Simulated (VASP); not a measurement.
# MoPt: single point with PBE

System: MoPt, a sheet with vacuum.

```xyz
2
Lattice="3.5245 0.0000 0.0000 0.0000 3.5245 0.0000 0.0000 0.0000 23.8000" Properties=species:S:1:pos:R:3 pbc="T T T"
Mo    1.7622    1.7622    7.0000
Pt    0.0000    0.0000    7.0000
```

The cell was built from a structure type or drawn by symmetry, and may not be a known phase.

* Program: VASP 6.6.1
* Task: single point
* Functional: PBE
* Potentials or basis: VASP PAW PBE potentials, release 64 (Mo_sv, Pt)
* Cutoff: 520 eV
* k mesh: 4 × 4 × 1
* Occupations: gaussian, width 0.1 eV
* Spin: no spin polarisation
* Dipole correction: yes
* Further INCAR settings: ALGO = Normal; EDIFF = 1e-06; NBANDS = 19

```json
{"Band gap on the k mesh": "zero (bands 12 and 13 overlap by 2.09 eV)"}
```

Levels at points of the mesh, in eV from the Fermi level:
```csv
k point,band 9,band 10,band 11,band 12,band 13,band 14
"(0.00, 0.00, 0.00)",-3.67,-3.27,0.37,0.37,1.01,1.01
"(0.50, 0.00, 0.00)",-3.02,-2.88,-1.77,-1.74,-1.38,-0.33
"(0.50, 0.50, 0.00)",-2.95,-2.16,0.27,0.71,1.23,1.23
```

Run time: 29 s on 1 thread of AMD EPYC 9R45 96-Core Processor (Zen 5), on a shared host, peak memory 0.35 GiB.

Caveat: the k points lie up to 0.45 Å⁻¹ apart, too coarse for converged energies and pressures of a metal; spin-orbit coupling is left out, which moves the levels of the heavy elements.
